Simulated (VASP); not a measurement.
The system is Co3SbS4.

```
Co Sb S
1.0
     0.00000    5.33437    0.00000
     5.33437    0.00000    0.00000
     2.66719    2.66719   -5.32645
Co Sb S
3 1 4
Direct
  0.50000 0.50000 0.00000
  0.75000 0.25000 0.50000
  0.25000 0.75000 0.50000
  0.00000 0.00000 0.00000
  0.38700 0.38700 0.73600
  0.61300 0.12300 0.26400
  0.87700 0.87700 0.73600
  0.12300 0.61300 0.26400
```

```yaml
Program: VASP 6.6.1
Task: relaxation of cell and atoms
Functional: r2SCAN
Potentials_or_basis: VASP PAW PBE potentials, release 64 (Co, Sb, S)
Cutoff: 600 eV
k_mesh: 4 × 4 × 4
Occupations: methfessel-paxton, width 0.1363 eV
Spin: no spin polarisation
```

At the start: pressure -5.6 GPa; volume 18.95 Å³/atom.

Question: How do energy, volume and symmetry change on relaxing?

Answer: Over 20 steps the energy falls by 211.2 meV/atom and the volume is 17.38 Å³/atom (-8.3 %); space group I-42m (No. 121, to 0.05 Å).

Step by step:
| step | energy change (eV) | largest force (eV/Å) | pressure (GPa) | volume (Å³) |
| --- | --- | --- | --- | --- |
| 1 | 0.0000 | 2.5049 | -5.64 | 151.57 |
| 2 | -1.2027 | 1.5082 | 1.08 | 137.41 |
| 3 | -1.3346 | 0.9443 | 6.57 | 130.82 |
| 4 | -1.6660 | 0.0796 | 0.39 | 138.63 |
| 5 | -1.6661 | 0.0612 | 0.53 | 138.45 |
| 6 | -1.6734 | 0.0171 | -0.20 | 139.40 |
| 7 | -1.6741 | 0.0527 | -0.55 | 139.85 |
| 8 | -1.6796 | 0.0836 | -0.18 | 139.30 |
| 9 | -1.6818 | 0.1148 | 0.18 | 138.76 |
| 10 | -1.6854 | 0.0829 | 0.02 | 139.02 |
| 11 | -1.6881 | 0.0158 | -0.53 | 139.75 |
| 12 | -1.6885 | 0.0206 | -0.39 | 139.57 |
| 13 | -1.6886 | 0.0316 | 0.41 | 138.46 |
| 14 | -1.6894 | 0.0124 | 0.01 | 139.00 |
| 15 | -1.6894 | 0.0125 | -0.02 | 138.99 |
| 16 | -1.6892 | 0.0215 | 0.23 | 138.72 |
| 17 | -1.6894 | 0.0135 | 0.04 | 138.96 |
| 18 | -1.6894 | 0.0138 | 0.09 | 138.97 |
| 19 | -1.6893 | 0.0022 | -0.18 | 139.26 |
| 20 | -1.6894 | 0.0098 | -0.02 | 139.05 |

Final structure:
```
CELL_PARAMETERS angstrom
0.00000 5.27500 0.00000
5.27500 0.00000 0.00000
2.63750 2.63750 -4.99732
ATOMIC_POSITIONS crystal
Co 0.50000 0.50000 0.00000
Co 0.75000 0.25000 0.50000
Co 0.25000 0.75000 0.50000
Sb 0.00000 0.00000 0.00000
S 0.43516 0.43516 0.70876
S 0.56484 0.14392 0.29124
S 0.85608 0.85608 0.70876
S 0.14392 0.56484 0.29124
```

Caveat: the PAW data sets were made with another functional, which shifts forces and pressure a little; the run has no spin polarisation, though such a crystal can be magnetic.
